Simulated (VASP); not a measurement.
Set up this calculation in VASP 6.6.1, as the native input.

```
Task                   : single point
Functional             : PBE
Potentials or basis    : VASP PAW PBE potentials, release 64 (Ni, O)
Cutoff                 : 600 eV
k mesh                 : 10 × 10 × 6
Occupations            : gaussian, width 0.05 eV
Spin                   : collinear spin, antiferromagnetic start
Starting moments       : [-1.85, 1.85, 0.0, 0.0] μB
Hubbard terms          : Ni d U = 6.2 eV
Dipole correction      : no
Further INCAR settings : ALGO = Normal; EDIFF = 1e-06; NBANDS = 28
```

The structure of NiO lies in POSCAR:

```
NiO
1.0
    2.9714596840      0.0000000000      0.0000000000
   -1.4857298420      2.5733595726      0.0000000000
    0.0000000000      0.0000000000      5.1251636329
Ni O
2 2
Direct
    0.0000000000      0.0000000000      0.0000000000
    0.0000000000      0.0000000000      0.5000000000
    0.3333333333      0.6666666667      0.2499999999
    0.6666666667      0.3333333333      0.7500000001
```

These files were run (other wordings do the same):

INCAR

```
PREC = Accurate
ENCUT = 600
EDIFF = 1E-6
ISMEAR = 0
SIGMA = 0.05
LREAL = F
LASPH = T
NELM = 200
ALGO = Normal
ISIF = 2
LWAVE = F
LCHARG = F
ISPIN = 2
MAGMOM = -1.85 1.85 0 0
LORBIT = 11
LMAXMIX = 4
LDAU = T
LDAUTYPE = 2
LDAUL = 2 -1
LDAUU = 6.2 0
LDAUJ = 0 0
LDAUPRINT = 1
GGA = PE
NBANDS = 28
GGA_COMPAT = F
```

KPOINTS

```
regular mesh
0
Gamma
  10 10 6
```

Potentials or basis: VASP PAW PBE potentials, release 64 (Ni, O).

Command:

```sh
$ cat potpaw_PBE.64/Ni/POTCAR potpaw_PBE.64/O/POTCAR > POTCAR
$ mpirun -np 1 vasp_std > vasp.out
```

Results of the run:

The pressure is -10.0 GPa. The band gap on the k mesh is 2.77 eV (least direct gap 3.37 eV) and the net moment is 0.00 μB per cell. The site moments are Ni -1.75, +1.75; O +0.00 μB and the valence electrons inside the program's atomic spheres are Ni 8.92; O 4.98.

Caveat: the cell stands under tension.

Wall time 3.2 min on 1 thread of Oxide Virtual Turin-like Processor, with other jobs on the host, peak memory 0.21 GiB.
